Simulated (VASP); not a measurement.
# Zr4B (Cmmm) in VASP: a series of runs

The runs below take Zr4B through single point, with PBE.

Everything below comes from runs of VASP 6.6.1. Logs are shortened: lines on timing, memory, paths and dates and some standing lists are left out, and cuts for length are marked.

## 1. The cell of the first run

The structure is orthorhombic, space group Cmmm (No. 65). The conventional cell has a = 6.615 Å, b = 6.946 Å, c = 2.970 Å, α = 90.00°, β = 90.00°, γ = 90.00°. Zr (site symmetry m2m) has 2 B at 1.98 Å within 2.6 Å. Within 2.5 Å of Zr (site symmetry 2mm) lie 1 B at 1.89 Å. B (site symmetry mmm) has 6 Zr at 1.89 to 1.98 Å within 2.5 Å.

## 2. Single point, PBE

File INCAR:

```
SYSTEM = Zr4B
PREC = Accurate ; ENCUT = 520
EDIFF = 1E-6 ; ISMEAR = 0
SIGMA = 0.1 ; LREAL = .False.
LASPH = .True. ; NELM = 60
ALGO = Normal ; ISIF = 2
LWAVE = .False. ; LCHARG = .True.
GGA = PE ; LELF = .True.
LVHAR = .True. ; NBANDS = 34
```

File KPOINTS:

```
regular mesh
0
Gamma
  4 4 6
  0 0 0
```

File POSCAR:

```
Zr4B
1.0
    3.3074709600     -3.4730740600      0.0000000000
    3.3074709600      3.4730740600      0.0000000000
    0.0000000000      0.0000000000      2.9700079600
Zr B
4 1
Direct
    0.8105999900      0.1894000100      0.5000000000
    0.1894000100      0.8105999900      0.5000000000
    0.2852000000      0.2852000000      0.0000000000
    0.7148000000      0.7148000000      0.0000000000
    0.0000000000      0.0000000000      0.0000000000
```

Potentials or basis: VASP PAW PBE potentials, release 64 (Zr_sv, B).

Command:

```console
> cat potpaw_PBE.64/Zr_sv/POTCAR potpaw_PBE.64/B/POTCAR > POTCAR
> mpirun -np 1 vasp_std > vasp.out
```

OUTCAR:

```text
SYSTEM = Zr4B
   PREC = Accurate
   ENCUT = 520
   EDIFF = 1E-6
   ISMEAR = 0
   LREAL = .False.
   LASPH = .True.
   NELM = 60
   ISIF = 2
   GGA = PE

 ion  position               nearest neighbor table
   1  0.811  0.189  0.500-   5 1.98   5 1.98   2 2.63   3 2.74   3 2.74   4 2.74   4 2.74   4 2.98
                             4 2.98   3 2.98   3 2.98   2 3.41   2 3.41
   2  0.189  0.811  0.500-   5 1.98   5 1.98   1 2.63   3 2.74   3 2.74   4 2.74   4 2.74   4 2.98
                             4 2.98   3 2.98   3 2.98   1 3.41   1 3.41
   3  0.285  0.285  0.000-   5 1.89   2 2.74   1 2.74   1 2.74   2 2.74   4 2.84   2 2.98   2 2.98
                             1 2.98   1 2.98   4 3.50   4 3.50   4 3.77
   4  0.715  0.715  0.000-   5 1.89   2 2.74   1 2.74   1 2.74   2 2.74   3 2.84   1 2.98   1 2.98
                             2 2.98   2 2.98   3 3.50   3 3.50   3 3.77
   5  0.000  0.000  0.000-   3 1.89   4 1.89   1 1.98   2 1.98   1 1.98   2 1.98

  LATTYP: Found a base centered orthorhombic cell.
 ALAT       =     6.6149419200
 B/A-ratio  =     1.0500694041
 C/A-ratio  =     0.4489847373

  Lattice vectors:

 A1 = (   3.3074709600,  -3.4730740600,   0.0000000000)
 A2 = (   3.3074709600,   3.4730740600,   0.0000000000)
 A3 = (   0.0000000000,   0.0000000000,   2.9700079600)

Analysis of symmetry for initial positions (statically):
=====================================================================
 Subroutine PRICEL returns:
 Original cell was already a primitive cell.

 Routine SETGRP: Setting up the symmetry group for a
 base centered orthorhombic supercell.

 Subroutine GETGRP returns: Found  8 space group operations
 (whereof  8 operations were pure point group operations)
 out of a pool of  8 trial point group operations.

The static configuration has the point symmetry D_2h.

Analysis of symmetry for dynamics (positions and initial velocities):
=====================================================================
 Subroutine PRICEL returns:
 Original cell was already a primitive cell.

 Routine SETGRP: Setting up the symmetry group for a
 base centered orthorhombic supercell.

 Subroutine GETGRP returns: Found  8 space group operations
 (whereof  8 operations were pure point group operations)
 out of a pool of  8 trial point group operations.

The dynamic configuration has the point symmetry D_2h.

 Subroutine INISYM returns: Found  8 space group operations
 (whereof  8 operations are pure point group operations),
 and found     1 'primitive' translations

----------------------------------------------------------------------------------------

                                     Primitive cell

  volume of cell :      68.2335

  direct lattice vectors                    reciprocal lattice vectors
     3.307470960 -3.473074060  0.000000000     0.151172907 -0.143964681  0.000000000
     3.307470960  3.473074060  0.000000000     0.151172907  0.143964681  0.000000000
     0.000000000  0.000000000  2.970007960     0.000000000  0.000000000  0.336699434

  length of vectors
     4.795999122  4.795999122  2.970007960     0.208756023  0.208756023  0.336699434

  position of ions in fractional coordinates (direct lattice)
     0.810599990  0.189400010  0.500000000
     0.189400010  0.810599990  0.500000000
     0.285200000  0.285200000  0.000000000
     0.714800000  0.714800000  0.000000000
     0.000000000  0.000000000  0.000000000

  ion indices of the primitive-cell ions
   primitive index   ion index
                 1           1
                 2           2
                 3           3
                 4           4
                 5           5

----------------------------------------------------------------------------------------

 KPOINTS: regular mesh

Automatic generation of k-mesh.
 Grid dimensions read from file:
 generate k-points for:    4    4    6

 Generating k-lattice:

  Cartesian coordinates                     Fractional coordinates (reciprocal lattice)
     0.037793227 -0.035991170  0.000000000     0.250000000  0.000000000  0.000000000
     0.037793227  0.035991170  0.000000000     0.000000000  0.250000000  0.000000000
     0.000000000  0.000000000  0.056116572     0.000000000  0.000000000  0.166666667

  Length of vectors
     0.052189006  0.052189006  0.056116572

  Shift w.r.t. Gamma in fractional coordinates (k-lattice)
     0.000000000  0.000000000  0.000000000

 Subroutine IBZKPT returns following result:
 ===========================================

 Found     28 irreducible k-points:

 Following reciprocal coordinates:
            Coordinates               Weight
  0.000000  0.000000  0.000000      1.000000
  0.250000 -0.000000  0.000000      4.000000
  0.500000 -0.000000  0.000000      2.000000
  0.250000  0.250000  0.000000      2.000000
  0.500000  0.250000  0.000000      4.000000
 -0.250000  0.250000  0.000000      2.000000
[... 16 lines left out ...]
  0.250000 -0.000000  0.500000      4.000000
  0.500000 -0.000000  0.500000      2.000000
 [... further k-points ...]
   k-points           NKPTS =     28   k-points in BZ     NKDIM =     28   number of bands    NBANDS=     34
   number of dos      NEDOS =    301   number of ions     NIONS =      5
   total plane-waves  NPLWV =  31104
   dimension x,y,z NGX =    36 NGY =   36 NGZ =   24
   dimension x,y,z NGXF=    72 NGYF=   72 NGZF=   48
   ions per type =               4   1
   NGX,Y,Z   is equivalent  to a cutoff of  12.48, 12.48, 13.43 a.u.
   NGXF,Y,Z  is equivalent  to a cutoff of  24.96, 24.96, 26.87 a.u.
 SYSTEM =  Zr4B
   PREC   = accura    normal or accurate (medium, high low for compatibility)
   ISTART =      0    job   : 0-new  1-cont  2-samecut
   ICHARG =      2    charge: 1-file 2-atom 10-const
   ISPIN  =      1    spin polarized calculation?
   LNONCOLLINEAR =      F non collinear calculations
   LSORBIT =      F    spin-orbit coupling
   LASPH  =      T    aspherical Exc in radial PAW
   ENCUT  =  520.0 eV  38.22 Ry    6.18 a.u.   8.92  8.92  5.52*2*pi/ulx,y,z
   NELM   =     60;   NELMIN=  2; NELMDL= -5     # of ELM steps
   EDIFF  = 0.1E-05   stopping-criterion for ELM
   LREAL  =      F    real-space projection
   EDIFFG = 0.1E-04   stopping-criterion for IOM
   NSW    =      0    number of steps for IOM
   IBRION =     -1    ionic relax: 0-MD 1-quasi-New 2-CG
   NFREE  =      0    steps in history (QN), initial steepest desc. (CG)
   ISIF   =      2    stress and relaxation
   ISYM   =      2    0-nonsym 1-usesym 2-fastsym
   POTIM  = 0.5000    time-step for ionic-motion
   TEBEG  =    0.0;   TEEND  =   0.0 temperature during run
   PSTRESS=    0.0 pullay stress
   NELECT =      51.0000    total number of electrons
   NUPDOWN=      -1.0000    fix difference up-down
   EMIN   =  10.00;   EMAX   =-10.00  energy-range for DOS
   EFERMI =   0.00;   METHOD = LEGACY
   ISMEAR =     0;   SIGMA  =   0.10  broadening in eV -4-tet -1-fermi 0-gaus
   EFERMI_NEDOS =   21; number of points for ismear=-14 and -15
   IALGO  =     38    algorithm
   IMIX   =      4    mixing-type and parameters
     AMIX     =   0.40;   BMIX     =  1.00
     AMIX_MAG =   1.60;   BMIX_MAG =  1.00
  volume/ion in A,a.u.               =      13.65        92.09
  Fermi-wavevector in a.u.,A,eV,Ry     =   1.485704  2.807574 30.032367  2.207317
  Thomas-Fermi vector in A             =   2.599082
   LORBIT       =      0    0 simple, 1 ext, 2 COOP (PROOUT), +10 PAW based schemes
   GGA     = PE    functional components
   LHFCALC =     F    Hartree Fock is set to
   AEXX    =    0.0000 exact exchange contribution
   IVDW    =     0    specifies the selected vdW correction
   LEPSILON=     F    determine dielectric tensor
   LRPA    =     F    only Hartree local field effects (RPA)
 non-spin polarized calculation
 Gauss-broadening in eV      SIGMA  =   0.10
  energy-cutoff  :      520.00
  volume of cell :       68.23
 maximum number of plane-waves:      1859
   NGX = 17   NGY = 17   NGZ = 11

 number of electron      51.0000000 magnetization

 Free energy of the ion-electron system (eV)
  ---------------------------------------------------
  ext. energy  EPLUGINS =         0.00000000
  ---------------------------------------------------
  free energy    TOTEN  =       -31.28001328 eV

  energy without entropy =      -31.25585368  energy(sigma->0) =      -31.26793348

 E-fermi :  13.1312     XC(G=0): -12.8839

 val. band max:       13.1301381839   @ k =   0.5000  -0.0000   0.3333
 cond. band min:      13.1491700424   @ k =   0.5000   0.5000   0.0000
 fundamental gap:      0.0190318585
 Fermi energy:        13.1311516330

 k-point     1 :       0.0000    0.0000    0.0000
  band No.  band energies     occupation
      1     -34.8298      2.00000
      2     -34.3606      2.00000
      3     -34.0751      2.00000
      4     -33.9719      2.00000
      5     -14.6864      2.00000
      6     -13.7143      2.00000
[... 26 lines left out ...]
     33      16.8393      0.00000
     34      16.9553      0.00000

 k-point     2 :       0.2500   -0.0000    0.0000
  band No.  band energies     occupation
      1     -34.7678      2.00000
      2     -34.4042      2.00000
      3     -34.0858      2.00000
      4     -33.9874      2.00000
      5     -14.5242      2.00000
      6     -13.7642      2.00000
[... 26 lines left out ...]
     33      17.2998      0.00000
     34      18.1670      0.00000

 k-point     3 :       0.5000   -0.0000    0.0000
  band No.  band energies     occupation
      1     -34.6659      2.00000
      2     -34.4981      2.00000
      3     -34.0573      2.00000
      4     -34.0316      2.00000
      5     -14.2270      2.00000
      6     -14.0818      2.00000
[... 26 lines left out ...]
     33      17.2184      0.00000
     34      17.3690      0.00000
[... 704 lines left out ...]
 k-point    23 :       0.2500   -0.0000    0.5000
  band No.  band energies     occupation
      1     -34.3432      2.00000
      2     -34.2409      2.00000
      3     -34.2081      2.00000
      4     -33.9385      2.00000
      5     -14.2083      2.00000
      6     -13.7921      2.00000
[... 26 lines left out ...]
     33      19.2968      0.00000
     34      19.3957      0.00000

 k-point    24 :       0.5000   -0.0000    0.5000
  band No.  band energies     occupation
      1     -34.3368      2.00000
      2     -34.2466      2.00000
      3     -34.2007      2.00000
      4     -33.9455      2.00000
      5     -14.2255      2.00000
      6     -13.9011      2.00000
[... 26 lines left out ...]
     33      19.1600      0.00000
     34      19.6862      0.00000

 [... further k-points ...]

------------------------ aborting loop because EDIFF is reached ----------------------------------------

  FORCE on cell =-STRESS in cart. coord.  units (eV):
  Direction    XX          YY          ZZ          XY          YZ          ZX
  --------------------------------------------------------------------------------------
  -------------------------------------------------------------------------------------
  Total       47.1144943     43.9388148     42.1332405      0.0000000      0.0000000      0.0000000
  in kB     1106.2860175   1031.7185230    989.3221928      0.0000000      0.0000000      0.0000000
  external PRESSURE =    1042.4422444 kB  Pullay stress =       0.0000000 kB

 VOLUME and BASIS-vectors are now :
 -----------------------------------------------------------------------------
  energy-cutoff  :      520.00
  volume of cell :       68.23
      direct lattice vectors                 reciprocal lattice vectors
     3.307470960 -3.473074060  0.000000000     0.151172907 -0.143964681  0.000000000
     3.307470960  3.473074060  0.000000000     0.151172907  0.143964681  0.000000000
     0.000000000  0.000000000  2.970007960     0.000000000  0.000000000  0.336699434

 POSITION                                       TOTAL-FORCE (eV/Angst)
 -----------------------------------------------------------------------------------
      3.30747     -2.15747      1.48500        -0.000000     10.306107      0.000000
      3.30747      2.15747      1.48500        -0.000000    -10.306107     -0.000000
      1.88658      0.00000      0.00000         8.814004     -0.000000      0.000000
      4.72836      0.00000      0.00000        -8.814004     -0.000000     -0.000000
      0.00000      0.00000      0.00000        -0.000000      0.000000      0.000000
 -----------------------------------------------------------------------------------
    total drift:                                0.000000      0.000000      0.000000

  FREE ENERGIE OF THE ION-ELECTRON SYSTEM (eV)
  ---------------------------------------------------
  free  energy   TOTEN  =       -31.2800132802 eV

  energy  without entropy=      -31.2558536833  energy(sigma->0) =      -31.26793348
```

It took 42 s on 1 thread of Intel Xeon Platinum 8488C (Sapphire Rapids), shared host; peak memory 0.2 GiB.

What came out:

| Property | Result |
| --- | --- |
| Free energy | -31.2800 eV |
| Pressure | 104.2 GPa |
| Largest force | 10.306 eV/Å |

Forces in eV/Å, atoms in the order of the input:
```
Zr    0.000  10.306   0.000
Zr    0.000 -10.306   0.000
Zr    8.814   0.000   0.000
Zr   -8.814   0.000   0.000
B     0.000   0.000   0.000
```

Stress tensor (GPa, compression positive):
```
110.63   0.00   0.00
  0.00 103.17   0.00
  0.00   0.00  98.93
```

Caveat: forces of over 1 eV/Å act on the atoms, so gaps and moduli don't describe the material at rest.

## 3. Single point, PBE

This run uses another cell than the first one, of 20.69 Å³/atom, 1.516 times its volume.

File INCAR:

```
SYSTEM = Zr4B
PREC     = Accurate       ! precision mode
ENCUT    = 520            ! plane-wave cutoff, eV
EDIFF    = 1E-6           ! SCF threshold, eV
ISMEAR   = 0              ! smearing method
SIGMA    = 0.1            ! smearing width, eV
LREAL    = .False.        ! projectors in reciprocal space
LASPH    = .True.         ! aspherical terms in the spheres
NELM     = 100            ! most SCF steps
ALGO     = Normal         ! electronic algorithm
ISIF     = 2              ! what is computed and relaxed
LWAVE    = .False.        ! write WAVECAR
LCHARG   = .True.         ! write CHGCAR
GGA      = PE             ! functional
LELF     = .True.         ! ELF
LVHAR    = .True.       
NBANDS   = 34             ! bands
```

File KPOINTS:

```
Automatic mesh
0
Gamma
  4 4 6
  0 0 0
```

File POSCAR:

```
Zr4B
1.0
    3.9991108093     -3.7880901383      0.0000000000
    3.9991108093      3.7880901383      0.0000000000
    0.0000000000      0.0000000000      3.4147062493
Zr B
4 1
Direct
    0.7847415491      0.2152584509      0.5000000000
    0.2152584509      0.7847415491      0.5000000000
    0.2913906374      0.2913906374      0.0000000000
    0.7086093626      0.7086093626      0.0000000000
    0.0000000000      0.0000000000      0.0000000000
```

Potentials or basis: VASP PAW PBE potentials, release 64 (Zr_sv, B).

Command:

```console
> cat potpaw_PBE.64/Zr_sv/POTCAR potpaw_PBE.64/B/POTCAR > POTCAR
> mpirun -np 1 vasp_std > vasp.out
```

Run time: 87 s. Hardware: 1 thread of Intel Xeon Platinum 8488C (Sapphire Rapids), shared host; peak memory 0.25 GiB.

It converged, with:

```yaml
Free_energy: -41.3020 eV
Pressure: 0.2 GPa
Largest_force: 0.015 eV/Å
```

Forces on the atoms (eV/Å):
```
Zr   0.000 -0.012  0.000
Zr   0.000  0.012  0.000
Zr  -0.015  0.000  0.000
Zr   0.015  0.000  0.000
B    0.000  0.000  0.000
```

Stress tensor (GPa, compression positive):
```
0.33 0.00 0.00
0.00 0.01 0.00
0.00 0.00 0.22
```

Levels at points of the mesh, in eV from the Fermi level:
```
           k point  band 21  band 22  band 23  band 24  band 25  band 26  band 27  band 28  band 29  band 30
(0.00, 0.00, 0.00)    -1.95    -1.39    -0.51    -0.34     0.45     0.77     0.93     1.61     1.62     1.71
(0.50, 0.00, 0.00)    -1.42    -1.05    -1.00    -0.53    -0.21     0.13     0.91     1.20     1.80     2.04
(0.50, 0.50, 0.00)    -1.57    -0.80    -0.71    -0.48    -0.12    -0.12     0.43     1.27     1.75     1.78
(0.00, 0.00, 0.50)    -1.20    -1.17    -0.82    -0.60    -0.48    -0.40    -0.40     0.47     0.65     1.53
(0.50, 0.00, 0.50)    -1.39    -1.30    -0.98    -0.71    -0.30    -0.11    -0.07     0.42     0.91     1.45
(0.50, 0.50, 0.50)    -1.87    -0.88    -0.65    -0.33     0.07     0.15     0.51     0.71     1.42     2.08
```
